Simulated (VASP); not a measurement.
Write the native input for VASP 6.6.1 that does the following.

```yaml
Task: single point
Functional: PBE
Potentials_or_basis: VASP PAW PBE potentials, release 64 (Cs_sv, Y_sv, Pt, Se)
Cutoff: 520 eV
k_mesh: 4 × 4 × 2
Occupations: gaussian, width 0.1 eV
Spin: no spin polarisation
Dipole_correction: no
Further_INCAR_settings: ALGO = Normal; EDIFF = 1e-06; NBANDS = 42
```

The structure of CsYPt2Se4 lies in POSCAR:

```
CsYPt2Se4
1.0
    5.0490000000      0.0000000000      0.0000000000
    0.0000000000      5.0490000000      0.0000000000
    0.0000000000      0.0000000000      9.6040822600
Cs Y Pt Se
1 1 2 4
Direct
    0.5000000000      0.5000000000      0.0000000000
    0.5000000000      0.5000000000      0.5000000000
    0.0000000000      0.0000000000      0.7500000000
    0.0000000000      0.0000000000      0.2500000000
    0.5000000000      0.0000000000      0.7500000000
    0.0000000000      0.5000000000      0.7500000000
    0.5000000000      0.0000000000      0.2500000000
    0.0000000000      0.5000000000      0.2500000000
```

One way to write it, as run:

INCAR

```
SYSTEM = CsYPt2Se4
PREC = Accurate
ENCUT = 520
EDIFF = 1E-6
ISMEAR = 0
SIGMA = 0.1
LREAL = .FALSE.
LASPH = .TRUE.
NELM = 100
ALGO = Normal
ISIF = 2
LWAVE = .FALSE.
LCHARG = .FALSE.
GGA = PE
NBANDS = 42
```

KPOINTS

```
Automatic mesh
0
G
  4 4 2
  0 0 0
```

Potentials or basis: VASP PAW PBE potentials, release 64 (Cs_sv, Y_sv, Pt, Se).

Run with:

```sh
$ cat potpaw_PBE.64/Cs_sv/POTCAR potpaw_PBE.64/Y_sv/POTCAR potpaw_PBE.64/Pt/POTCAR potpaw_PBE.64/Se/POTCAR > POTCAR
$ mpirun -np 1 vasp_std > vasp.out
```

Results of the run:

```json
{
 "Pressure": "-3.9 GPa",
 "Largest force": "1.541 eV/Å",
 "Band gap on the k mesh": "zero (bands 32 and 33 overlap by 0.95 eV)"
}
```

Caveat: the cell stands under tension; spin-orbit coupling is left out, which moves the levels of the heavy elements; forces of over 1 eV/Å act on the atoms, so gaps and moduli don't describe the material at rest.

Run time: 2.5 min on 1 thread of AMD EPYC 9R14 (Zen 4), on a shared host, peak memory 0.39 GiB.
